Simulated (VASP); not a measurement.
# PbF2 (Fluorocronite) (Fm-3m) in VASP: a series of runs

PbF2 (Fluorocronite) is run at these levels: BLYP, RPBE, revPBE; tasks: single point.

All numbers are computed with VASP 6.6.1; they aren't measurements. Logs are shortened: lines on timing, memory, paths and dates and some standing lists are left out, and cuts for length are marked.

## 1. The cell of the first run

The structure is cubic, space group Fm-3m (No. 225). Conventional cell: a = 6.062 Å, b = 6.062 Å, c = 6.062 Å, α = 90.00°, β = 90.00°, γ = 90.00°. Pb (site symmetry m-3m) has 8 F at 2.62 Å within 3.5 Å. F (site symmetry -43m) has 4 Pb at 2.62 Å and 6 F at 3.03 Å within 3.5 Å.

## 2. Single point, BLYP

Input file INCAR:

```
AGGAC = 1.0 ; AGGAX = 1.0
ALDAC = 0.0 ; ALDAX = 1.0
ALGO = Normal ; EDIFF = 1E-6
ENCUT = 600 ; GGA = B5
GGA_COMPAT = F ; ISIF = 2
ISMEAR = -1 ; LASPH = T
LCHARG = F ; LREAL = F
LWAVE = F ; NBANDS = 21
NELM = 120 ; PREC = Accurate
SIGMA = 0.05
```

Input file KPOINTS:

```
k-points
0
Gamma
  8 8 8
```

Input file POSCAR:

```
PbF2
1.0
    0.0000000000      3.0308871653      3.0308871653
    3.0308871653      0.0000000000      3.0308871653
    3.0308871653      3.0308871653      0.0000000000
Pb F
1 2
Direct
    0.0000000000      0.0000000000      0.0000000000
    0.7500000000      0.7500000000      0.7500000000
    0.2500000000      0.2500000000      0.2500000000
```

Potentials or basis: VASP PAW PBE potentials, release 64 (Pb_d, F).

The run is started by

```console
$ cat potpaw_PBE.64/Pb_d/POTCAR potpaw_PBE.64/F/POTCAR > POTCAR
$ mpirun -np 1 vasp_std > vasp.out
```

OUTCAR:

```text
EDIFF = 1E-6
   ENCUT = 600
   GGA = B5
   ISIF = 2
   ISMEAR = -1
   LASPH = T
   LREAL = F
   NELM = 120
   PREC = Accurate

 ion  position               nearest neighbor table
   1  0.000  0.000  0.000-   2 2.62   3 2.62   2 2.62   2 2.62   2 2.62   3 2.62   3 2.62   3 2.62

   2  0.750  0.750  0.750-   1 2.62   1 2.62   1 2.62   1 2.62
   3  0.250  0.250  0.250-   1 2.62   1 2.62   1 2.62   1 2.62

  LATTYP: Found a face centered cubic cell.
 ALAT       =     6.0617743306

  Lattice vectors:

 A1 = (   0.0000000000,   3.0308871653,   3.0308871653)
 A2 = (   3.0308871653,   0.0000000000,   3.0308871653)
 A3 = (   3.0308871653,   3.0308871653,   0.0000000000)

Analysis of symmetry for initial positions (statically):
=====================================================================
 Subroutine PRICEL returns:
 Original cell was already a primitive cell.

 Routine SETGRP: Setting up the symmetry group for a
 face centered cubic supercell.

 Subroutine GETGRP returns: Found 48 space group operations
 (whereof 48 operations were pure point group operations)
 out of a pool of 48 trial point group operations.

The static configuration has the point symmetry O_h .

Analysis of symmetry for dynamics (positions and initial velocities):
=====================================================================
 Subroutine PRICEL returns:
 Original cell was already a primitive cell.

 Routine SETGRP: Setting up the symmetry group for a
 face centered cubic supercell.

 Subroutine GETGRP returns: Found 48 space group operations
 (whereof 48 operations were pure point group operations)
 out of a pool of 48 trial point group operations.

The dynamic configuration has the point symmetry O_h .

 Subroutine INISYM returns: Found 48 space group operations
 (whereof 48 operations are pure point group operations),
 and found     1 'primitive' translations

----------------------------------------------------------------------------------------

                                     Primitive cell

  volume of cell :      55.6851

  direct lattice vectors                    reciprocal lattice vectors
[... 71 lines left out ...]
   k-points           NKPTS =     29   k-points in BZ     NKDIM =     29   number of bands    NBANDS=     21
   number of dos      NEDOS =    301   number of ions     NIONS =      3
   total plane-waves  NPLWV =  46656
   dimension x,y,z NGX =    36 NGY =   36 NGZ =   36
   dimension x,y,z NGXF=    72 NGYF=   72 NGZF=   72
   ions per type =               1   2
   NGX,Y,Z   is equivalent  to a cutoff of  13.96, 13.96, 13.96 a.u.
   NGXF,Y,Z  is equivalent  to a cutoff of  27.93, 27.93, 27.93 a.u.
 SYSTEM =  unknown system
   PREC   = accura    normal or accurate (medium, high low for compatibility)
   ISTART =      0    job   : 0-new  1-cont  2-samecut
   ICHARG =      2    charge: 1-file 2-atom 10-const
   ISPIN  =      1    spin polarized calculation?
   LNONCOLLINEAR =      F non collinear calculations
   LSORBIT =      F    spin-orbit coupling
   LASPH  =      T    aspherical Exc in radial PAW
   ENCUT  =  600.0 eV  44.10 Ry    6.64 a.u.   8.56  8.56  8.56*2*pi/ulx,y,z
   NELM   =    120;   NELMIN=  2; NELMDL= -5     # of ELM steps
   EDIFF  = 0.1E-05   stopping-criterion for ELM
   LREAL  =      F    real-space projection
[... 7 lines left out ...]
   TEBEG  =    0.0;   TEEND  =   0.0 temperature during run
   PSTRESS=    0.0 pullay stress
   NELECT =      28.0000    total number of electrons
   NUPDOWN=      -1.0000    fix difference up-down
   EMIN   =  10.00;   EMAX   =-10.00  energy-range for DOS
   EFERMI =   0.00;   METHOD = LEGACY
   ISMEAR =    -1;   SIGMA  =   0.05  broadening in eV -4-tet -1-fermi 0-gaus
   EFERMI_NEDOS =   21; number of points for ismear=-14 and -15
   IALGO  =     38    algorithm
   IMIX   =      4    mixing-type and parameters
     AMIX     =   0.40;   BMIX     =  1.00
     AMIX_MAG =   1.60;   BMIX_MAG =  1.00
  volume/ion in A,a.u.               =      18.56       125.26
  Fermi-wavevector in a.u.,A,eV,Ry     =   1.301810  2.460065 23.057934  1.694710
  Thomas-Fermi vector in A             =   2.432920
   LORBIT       =      0    0 simple, 1 ext, 2 COOP (PROOUT), +10 PAW based schemes
   GGA     = B5    functional components
   LHFCALC =     F    Hartree Fock is set to
   AEXX    =    0.0000 exact exchange contribution
   IVDW    =     0    specifies the selected vdW correction
   LEPSILON=     F    determine dielectric tensor
   LRPA    =     F    only Hartree local field effects (RPA)
 non-spin polarized calculation
  energy-cutoff  :      600.00
  volume of cell :       55.69
 maximum number of plane-waves:      1880
 NGX is ok and might be reduce to    36
   NGX = 17   NGY = 17   NGZ = 17

 number of electron      27.9999990 magnetization

 Free energy of the ion-electron system (eV)
  ---------------------------------------------------
  ext. energy  EPLUGINS =         0.00000000
  ---------------------------------------------------
  free energy    TOTEN  =       -13.87935552 eV

  energy without entropy =      -13.87935552  energy(sigma->0) =      -13.87935552

 E-fermi :   2.5728     XC(G=0):  -8.8001

 val. band max:        1.3258097028   @ k =   0.5000   0.0000   0.0000
 cond. band min:       5.7937490618   @ k =   0.5000   0.5000   0.0000
 fundamental gap:      4.4679393590
 Fermi energy:         2.5727685719

 k-point     1 :       0.0000    0.0000    0.0000
  band No.  band energies     occupation
      1     -19.1386      2.00000
      2     -18.6240      2.00000
      3     -12.9281      2.00000
      4     -12.9281      2.00000
      5     -12.9281      2.00000
      6     -12.8916      2.00000
[... 565 lines left out ...]
     20      17.0300      0.00000
     21      17.6504      0.00000

 [... further k-points ...]
[... 5 lines left out ...]
  --------------------------------------------------------------------------------------
  -------------------------------------------------------------------------------------
  Total        0.0094064      0.0094064      0.0094064      0.0000000      0.0000000     -0.0000000
  in kB        0.2706405      0.2706405      0.2706405      0.0000000      0.0000000     -0.0000000
  external PRESSURE =       0.2706405 kB  Pullay stress =       0.0000000 kB

 VOLUME and BASIS-vectors are now :
 -----------------------------------------------------------------------------
  energy-cutoff  :      600.00
  volume of cell :       55.69
      direct lattice vectors                 reciprocal lattice vectors
     0.000000000  3.030887165  3.030887165    -0.164968200  0.164968200  0.164968200
     3.030887165  0.000000000  3.030887165     0.164968200 -0.164968200  0.164968200
     3.030887165  3.030887165  0.000000000     0.164968200  0.164968200 -0.164968200

 POSITION                                       TOTAL-FORCE (eV/Angst)
 -----------------------------------------------------------------------------------
      0.00000      0.00000      0.00000        -0.000000      0.000000     -0.000000
      4.54633      4.54633      4.54633         0.000000      0.000000      0.000000
      1.51544      1.51544      1.51544        -0.000000     -0.000000     -0.000000
 -----------------------------------------------------------------------------------
    total drift:                                0.000000      0.000000      0.000000

  FREE ENERGIE OF THE ION-ELECTRON SYSTEM (eV)
  ---------------------------------------------------
  free  energy   TOTEN  =       -13.8793555194 eV

  energy  without entropy=      -13.8793555194  energy(sigma->0) =      -13.87935552
```

It took 82 s on 1 thread of AMD EPYC 7R43 (Zen 3), shared host; peak memory 0.18 GiB.

What came out:

```
Free energy            : -13.8794 eV
Pressure               : 0.0 GPa
Band gap on the k mesh : 4.47 eV, indirect (least direct gap 4.61 eV)
```

Caveat: the PAW data sets were made with another functional, which shifts forces and pressure a little; spin-orbit coupling is left out, which moves the levels of the heavy elements.

## 3. Single point, RPBE

This run uses another cell than the first one, of 18.90 Å³/atom, 1.018 times its volume.

Input file INCAR:

```
  ALGO = Normal
  EDIFF = 1E-6
  ENCUT = 600
  GGA = RP
  GGA_COMPAT = F
  ISIF = 2
  ISMEAR = -1
  LASPH = T
  LCHARG = T
  LELF = T
  LREAL = F
  LVHAR = T
  LWAVE = F
  NBANDS = 21
  NELM = 120
  PREC = Accurate
  SIGMA = 0.05
```

KPOINTS is that of step 2.

Input file POSCAR:

```
PbF2
1.0
    0.0000000000      3.0489975360      3.0489975360
    3.0489975360      0.0000000000      3.0489975360
    3.0489975360      3.0489975360      0.0000000000
Pb F
1 2
Direct
    0.0000000000      0.0000000000      0.0000000000
    0.7500000000      0.7500000000      0.7500000000
    0.2500000000      0.2500000000      0.2500000000
```

Potentials or basis: VASP PAW PBE potentials, release 64 (Pb_d, F).

The run is started by

```console
$ cat potpaw_PBE.64/Pb_d/POTCAR potpaw_PBE.64/F/POTCAR > POTCAR
$ mpirun -np 1 vasp_std > vasp.out
```

OUTCAR:

```text
EDIFF = 1E-6
   ENCUT = 600
   GGA = RP
   ISIF = 2
   ISMEAR = -1
   LASPH = T
   LREAL = F
   NELM = 120
   PREC = Accurate

 ion  position               nearest neighbor table
   1  0.000  0.000  0.000-   2 2.64   2 2.64   2 2.64   2 2.64   3 2.64   3 2.64   3 2.64   3 2.64

   2  0.750  0.750  0.750-   1 2.64   1 2.64   1 2.64   1 2.64
   3  0.250  0.250  0.250-   1 2.64   1 2.64   1 2.64   1 2.64

  LATTYP: Found a face centered cubic cell.
 ALAT       =     6.0979950720

  Lattice vectors:

 A1 = (   0.0000000000,   3.0489975360,   3.0489975360)
 A2 = (   3.0489975360,   0.0000000000,   3.0489975360)
 A3 = (   3.0489975360,   3.0489975360,   0.0000000000)

Analysis of symmetry for initial positions (statically):
=====================================================================
 Subroutine PRICEL returns:
 Original cell was already a primitive cell.

 Routine SETGRP: Setting up the symmetry group for a
 face centered cubic supercell.

 Subroutine GETGRP returns: Found 48 space group operations
 (whereof 48 operations were pure point group operations)
 out of a pool of 48 trial point group operations.

The static configuration has the point symmetry O_h .

Analysis of symmetry for dynamics (positions and initial velocities):
=====================================================================
 Subroutine PRICEL returns:
 Original cell was already a primitive cell.

 Routine SETGRP: Setting up the symmetry group for a
 face centered cubic supercell.

 Subroutine GETGRP returns: Found 48 space group operations
 (whereof 48 operations were pure point group operations)
 out of a pool of 48 trial point group operations.

The dynamic configuration has the point symmetry O_h .

 Subroutine INISYM returns: Found 48 space group operations
 (whereof 48 operations are pure point group operations),
[... 99 lines left out ...]
   LREAL  =      F    real-space projection
[... 7 lines left out ...]
   TEBEG  =    0.0;   TEEND  =   0.0 temperature during run
   PSTRESS=    0.0 pullay stress
   NELECT =      28.0000    total number of electrons
   NUPDOWN=      -1.0000    fix difference up-down
   EMIN   =  10.00;   EMAX   =-10.00  energy-range for DOS
   EFERMI =   0.00;   METHOD = LEGACY
   ISMEAR =    -1;   SIGMA  =   0.05  broadening in eV -4-tet -1-fermi 0-gaus
   EFERMI_NEDOS =   21; number of points for ismear=-14 and -15
   IALGO  =     38    algorithm
   IMIX   =      4    mixing-type and parameters
     AMIX     =   0.40;   BMIX     =  1.00
     AMIX_MAG =   1.60;   BMIX_MAG =  1.00
  volume/ion in A,a.u.               =      18.90       127.52
  Fermi-wavevector in a.u.,A,eV,Ry     =   1.294078  2.445453 22.784830  1.674638
  Thomas-Fermi vector in A             =   2.425683
   LORBIT       =      0    0 simple, 1 ext, 2 COOP (PROOUT), +10 PAW based schemes
   GGA     = RP    functional components
   LHFCALC =     F    Hartree Fock is set to
   AEXX    =    0.0000 exact exchange contribution
   IVDW    =     0    specifies the selected vdW correction
   LEPSILON=     F    determine dielectric tensor
   LRPA    =     F    only Hartree local field effects (RPA)
 non-spin polarized calculation
  energy-cutoff  :      600.00
  volume of cell :       56.69
 maximum number of plane-waves:      1924
 NGX is ok and might be reduce to    36
   NGX = 17   NGY = 17   NGZ = 17

 number of electron      27.9999988 magnetization

 Free energy of the ion-electron system (eV)
  ---------------------------------------------------
  ext. energy  EPLUGINS =         0.00000000
  ---------------------------------------------------
  free energy    TOTEN  =       -13.55608643 eV

  energy without entropy =      -13.55608643  energy(sigma->0) =      -13.55608643

 E-fermi :   2.2369     XC(G=0):  -8.6245

 val. band max:        1.1187076320   @ k =   0.5000   0.0000   0.0000
 cond. band min:       5.6425467424   @ k =   0.5000   0.5000   0.0000
 fundamental gap:      4.5238391104
 Fermi energy:         2.2369032917

 k-point     1 :       0.0000    0.0000    0.0000
  band No.  band energies     occupation
      1     -19.4614      2.00000
      2     -18.9917      2.00000
      3     -13.3868      2.00000
      4     -13.3868      2.00000
      5     -13.3868      2.00000
      6     -13.3678      2.00000
[... 565 lines left out ...]
     20      16.8027      0.00000
     21      17.4678      0.00000

 [... further k-points ...]
[... 5 lines left out ...]
  --------------------------------------------------------------------------------------
  -------------------------------------------------------------------------------------
  Total       -0.0860584     -0.0860584     -0.0860584     -0.0000000      0.0000000      0.0000000
  in kB       -2.4322175     -2.4322175     -2.4322175     -0.0000000      0.0000000      0.0000000
  external PRESSURE =      -2.4322175 kB  Pullay stress =       0.0000000 kB

 VOLUME and BASIS-vectors are now :
 -----------------------------------------------------------------------------
  energy-cutoff  :      600.00
  volume of cell :       56.69
      direct lattice vectors                 reciprocal lattice vectors
     0.000000000  3.048997536  3.048997536    -0.163988325  0.163988325  0.163988325
     3.048997536  0.000000000  3.048997536     0.163988325 -0.163988325  0.163988325
     3.048997536  3.048997536  0.000000000     0.163988325  0.163988325 -0.163988325

 POSITION                                       TOTAL-FORCE (eV/Angst)
 -----------------------------------------------------------------------------------
      0.00000      0.00000      0.00000         0.000000     -0.000000      0.000000
      4.57350      4.57350      4.57350         0.000000      0.000000      0.000000
      1.52450      1.52450      1.52450        -0.000000     -0.000000     -0.000000
 -----------------------------------------------------------------------------------
    total drift:                                0.000000      0.000000      0.000000

  FREE ENERGIE OF THE ION-ELECTRON SYSTEM (eV)
  ---------------------------------------------------
  free  energy   TOTEN  =       -13.5560864298 eV

  energy  without entropy=      -13.5560864297  energy(sigma->0) =      -13.55608643
```

It took 83 s on 1 thread of AMD EPYC 7R43 (Zen 3), shared host; peak memory 0.18 GiB.

Results:

```
Free energy            : -13.5561 eV
Pressure               : -0.2 GPa
Band gap on the k mesh : 4.52 eV, indirect (least direct gap 4.67 eV)
```

Levels at points of the mesh, in eV from the valence-band top:
```tsv
k point	band 10	band 11	band 12	band 13	band 14	band 15	band 16	band 17	band 18	band 19
(0.00, 0.00, 0.00)	-1.95	-1.95	-1.49	-1.49	-1.49	6.74	6.74	6.74	10.69	15.15
(0.50, 0.00, 0.00)	-2.10	-2.10	-1.65	-1.65	0.00	5.14	7.45	7.45	13.34	13.81
(0.50, 0.50, 0.00)	-2.86	-1.13	-1.13	-1.12	-0.15	4.52	7.65	7.65	9.43	14.01
```

Caveat: the PAW data sets were made with another functional, which shifts forces and pressure a little; spin-orbit coupling is left out, which moves the levels of the heavy elements.

## 4. Single point, revPBE

This run uses another cell than the first one, of 18.66 Å³/atom, 1.005 times its volume.

Input file INCAR:

```
ALGO = Normal ; EDIFF = 1E-6
ENCUT = 600 ; GGA = RE
GGA_COMPAT = F ; ISIF = 2
ISMEAR = -1 ; LASPH = T
LCHARG = F ; LREAL = F
LWAVE = F ; NBANDS = 21
NELM = 120 ; PREC = Accurate
SIGMA = 0.05
```

KPOINTS is that of step 3.

Input file POSCAR:

```
PbF2
1.0
    0.0000000000      3.0364090694      3.0364090694
    3.0364090694      0.0000000000      3.0364090694
    3.0364090694      3.0364090694      0.0000000000
Pb F
1 2
Direct
    0.0000000000      0.0000000000      0.0000000000
    0.7500000000      0.7500000000      0.7500000000
    0.2500000000      0.2500000000      0.2500000000
```

The run is started by

```console
$ cat potpaw_PBE.64/Pb_d/POTCAR potpaw_PBE.64/F/POTCAR > POTCAR
$ mpirun -np 1 vasp_std > vasp.out
```

Wall time 63 s (1 thread of AMD EPYC 7R43 (Zen 3), shared host); peak memory 0.19 GiB.

The run converged. Its results:

```yaml
Free_energy: -13.5735 eV
Pressure: -0.2 GPa
Band_gap_on_the_k_mesh: 4.51 eV, indirect (least direct gap 4.65 eV)
```

Levels at points of the mesh, in eV from the valence-band top:
```csv
k point,band 12,band 13,band 14,band 15,band 16,band 17
"(0.00, 0.00, 0.00)",-1.55,-1.55,-1.55,6.75,6.75,6.75
"(0.50, 0.00, 0.00)",-1.72,-1.72,0.00,5.14,7.48,7.48
"(0.50, 0.50, 0.00)",-1.19,-1.17,-0.14,4.51,7.68,7.68
```

Caveat: the PAW data sets were made with another functional, which shifts forces and pressure a little; spin-orbit coupling is left out, which moves the levels of the heavy elements.

## 5. Overview

```tsv
level	cell	gap on the mesh (eV)	pressure (GPa)
BLYP	a = 4.286 Å, angles 60.0°, 3 atoms	4.47	0.0
RPBE	a = 4.312 Å, angles 60.0°, 3 atoms	4.52	-0.2
revPBE	a = 4.294 Å, angles 60.0°, 3 atoms	4.51	-0.2
```

Alike in all rows: task single point; potentials or basis VASP PAW PBE potentials, release 64 (Pb_d, F); no spin polarisation; k mesh 8 × 8 × 8; cutoff (eV) 600; smearing fermi-dirac 0.05 eV.

Caveats: the PAW data sets were made with another functional, which shifts forces and pressure a little; spin-orbit coupling is left out, which moves the levels of the heavy elements.

Total energies depend on the potentials used, so only differences within one code and one set of settings carry meaning.
